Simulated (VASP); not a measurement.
## MgS: single point with r2SCAN

Crystal: MgS.

```
Mg S
1.0
     2.56212    2.56212    0.00000
    -2.56212    2.56212    0.00000
     0.00000    2.56212    2.56212
Mg S
1 1
Direct
  0.00000 0.00000 0.00000
  0.50000 0.50000 0.00000
```

```
Program             : VASP 6.6.1
Task                : single point
Functional          : r2SCAN
Potentials or basis : VASP PAW PBE potentials, release 64 (Mg, S)
Cutoff              : 520 eV
k mesh              : 8 × 8 × 8
Occupations         : gaussian, width 0.01 eV
Spin                : no spin polarisation
```

- Pressure: 3.5 GPa
- Band gap on the k mesh: 3.53 eV, indirect (least direct gap 5.01 eV)

Levels at points of the mesh, in eV from the valence-band top:
| k point | band 2 | band 3 | band 4 | band 5 | band 6 | band 7 |
| --- | --- | --- | --- | --- | --- | --- |
| (0.00, 0.00, 0.00) | 0.00 | 0.00 | 0.00 | 5.01 | 8.49 | 8.49 |
| (0.50, 0.00, 0.00) | -5.13 | -0.68 | -0.68 | 5.28 | 7.55 | 7.55 |
| (0.50, 0.50, 0.00) | -4.52 | -1.84 | -1.84 | 3.53 | 4.78 | 13.62 |

Wall time 28 s on 1 thread of Intel(R) Xeon(R) 6975P-C (Granite Rapids) (shared host), peak memory 0.16 GiB.

Caveat: the PAW data sets were made with another functional, which shifts forces and pressure a little. r2SCAN opens gaps a little over a GGA but as a rule still falls short of measured ones.
